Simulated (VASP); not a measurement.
P: relaxation of cell and atoms with r2SCAN

Crystal: P.

```xyz
1
Lattice="2.5899 0.0000 0.0000 -1.2950 2.2429 0.0000 0.0000 0.0000 2.4833" Properties=species:S:1:pos:R:3 pbc="T T T"
P     0.0000    0.0000    0.0000
```

This isn't the form of P at room conditions, which is orthorhombic.

```json
{"Program": "VASP 6.6.1", "Task": "relaxation of cell and atoms", "Functional": "r2SCAN", "Potentials or basis": "VASP PAW PBE potentials, release 64 (P)", "Cutoff": "600 eV", "k mesh": "9 × 9 × 8", "Occupations": "gaussian, width 0.1 eV", "Spin": "no spin polarisation", "Dipole correction": "no", "Further INCAR settings": "ALGO = Normal; EDIFF = 1e-06; IBRION = 2; EDIFFG = -0.04; NSW = 90; ISIF = 3"}
```

```json
{"Relaxed volume": "14.78 Å³/atom", "Relaxed cell": "a = 2.663 Å, b = 2.663 Å, c = 2.406 Å, α = 90.00°, β = 90.00°, γ = 120.00°", "Space group after relaxing (to 0.1 Å)": "P6/mmm (No. 191)", "Energy gained by relaxing": "19.1 meV/atom", "Ionic steps": "12", "Pressure after relaxing": "0.2 GPa", "Band gap on the k mesh": "zero (an odd number of electrons rules out a gap without spin polarisation)"}
```

The path:
| step | energy change (eV) | largest force (eV/Å) | pressure (GPa) | volume (Å³) |
| --- | --- | --- | --- | --- |
| 1 | 0.0000 | 0.0000 | 3.86 | 14.43 |
| 2 | -0.0149 | 0.0000 | -1.76 | 15.16 |
| 3 | -0.0155 | 0.0000 | -0.86 | 15.04 |
| 4 | -0.0155 | 0.0000 | -0.78 | 15.03 |
| 5 | -0.0166 | 0.0000 | -0.23 | 14.90 |
| 6 | -0.0171 | 0.0000 | 2.07 | 14.53 |
| 7 | -0.0177 | 0.0000 | 0.27 | 14.78 |
| 8 | -0.0184 | 0.0000 | 1.11 | 14.66 |
| 9 | -0.0184 | 0.0000 | 1.16 | 14.65 |
| 10 | -0.0185 | 0.0000 | 1.15 | 14.66 |
| 11 | -0.0189 | 0.0000 | 0.61 | 14.72 |
| 12 | -0.0191 | 0.0000 | 0.19 | 14.78 |

Final structure:
```
CELL_PARAMETERS angstrom
2.66346 0.00000 0.00000
-1.33173 2.30662 0.00000
0.00000 0.00000 2.40626
ATOMIC_POSITIONS crystal
P 0.00000 0.00000 0.00000
```

Levels at points of the mesh, in eV from the Fermi level:
| k point | band 1 | band 2 | band 3 | band 4 | band 5 | band 6 |
| --- | --- | --- | --- | --- | --- | --- |
| (0.00, 0.00, 0.00) | -17.41 | 5.58 | 5.58 | 5.95 | 7.17 | 11.67 |
| (0.00, 0.00, 0.50) | -12.55 | -9.18 | 8.69 | 8.69 | 14.62 | 14.62 |

Run time: 2.1 min on 1 thread of Intel Xeon 8259CL (shared host), peak memory 0.13 GiB.

Caveat: the PAW data sets were made with another functional, which shifts forces and pressure a little.
